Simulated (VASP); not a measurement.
Write the native input for VASP 6.6.1 that does the following.

* Task: single point
* Functional: LDA
* Potentials or basis: VASP PAW LDA potentials, release 64 (Zn, S)
* Cutoff: 520 eV
* k mesh: 6 × 6 × 4
* Occupations: gaussian, width 0.01 eV
* Spin: no spin polarisation
* Dipole correction: no
* Further INCAR settings: ALGO = Normal; EDIFF = 1e-06; NBANDS = 26

The structure of ZnS lies in POSCAR:

```
ZnS
1.0
    3.6491794277      0.0000000000      0.0000000000
   -1.8245897138      3.1602820873      0.0000000000
    0.0000000000      0.0000000000      6.0132993636
Zn S
2 2
Direct
    0.3333333333      0.6666666667      0.0061233872
    0.6666666667      0.3333333333      0.5061233872
    0.3333333333      0.6666666667      0.3788766128
    0.6666666667      0.3333333333      0.8788766128
```

These files were run (other wordings do the same):

INCAR

```
SYSTEM = ZnS
PREC = Accurate ; ENCUT = 520
EDIFF = 1E-6 ; ISMEAR = 0
SIGMA = 0.01 ; LREAL = .False.
LASPH = .True. ; NELM = 80
ALGO = Normal ; ISIF = 2
LWAVE = .False. ; LCHARG = .False.
NBANDS = 26
```

KPOINTS

```
Automatic mesh
0
Gamma
  6 6 4
  0 0 0
```

Potentials or basis: VASP PAW LDA potentials, release 64 (Zn, S).

Command:

```bash
$ cat potpaw_LDA.64/Zn/POTCAR potpaw_LDA.64/S/POTCAR > POTCAR
$ mpirun -np 1 vasp_std > vasp.out
```

Results of the run:

The pressure is 7.4 GPa and the band gap on the k mesh is 2.55 eV, direct.

Wall time 31 s on 1 thread of Intel(R) Xeon(R) Platinum 8488C (Sapphire Rapids) (shared host), peak memory 0.17 GiB.
